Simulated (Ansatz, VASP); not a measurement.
WSe in VASP and in Ansatz

```
W Se
1.0
     3.54867    0.00000    0.00000
     0.00000    3.54867    0.00000
     0.00000    0.00000    3.54867
W Se
1 1
Direct
  0.00000 0.00000 0.00000
  0.50000 0.50000 0.50000
```

Alike in both runs: task single point; functional PBE; k mesh 12 × 12 × 12; occupations gaussian, width 0.1 eV; collinear spin; Hubbard terms W d U = 6.2 eV.

|  | VASP | Ansatz |
| --- | --- | --- |
| version | VASP 6.6.1 | Ansatz 0.2.0 |
| potentials or method | VASP PAW PBE potentials, release 64 (W_sv, Se), cutoff 520 eV | scalar-relativistic, plane waves, PAW |
| valence electrons in the cell | 20 | 30 |

Ansatz gave:

| Item | Value |
| --- | --- |
| gap on the k mesh at the Fermi level (eV) | none |
| pressure (GPa) | 0.0 |
| net moment per atom (μB) | 2.00 |
| size of the moment on the site where the two differ most (μB) | 3.56 |

What did VASP give for the same quantities?

gap on the k mesh at the Fermi level (eV): none; pressure (GPa): -15.3; net moment per atom (μB): 1.31; size of the moment on the site where the two differ most (μB): 2.37.

The net moments are unlike, so the other rows may belong to different states. Site moments also hang on the region over which each program counts them. The programs project onto different local orbitals, so the same U acts differently, and such runs can settle in different states. A gap of «none» marks a metal or a gap that the smearing closes. VASP's potentials hold 20 valence electrons a cell and Ansatz's 30, so a difference there can come from the potentials and not from the codes. Ansatz's warnings: filled band counts differ across k points.

Spin-orbit coupling is off throughout.
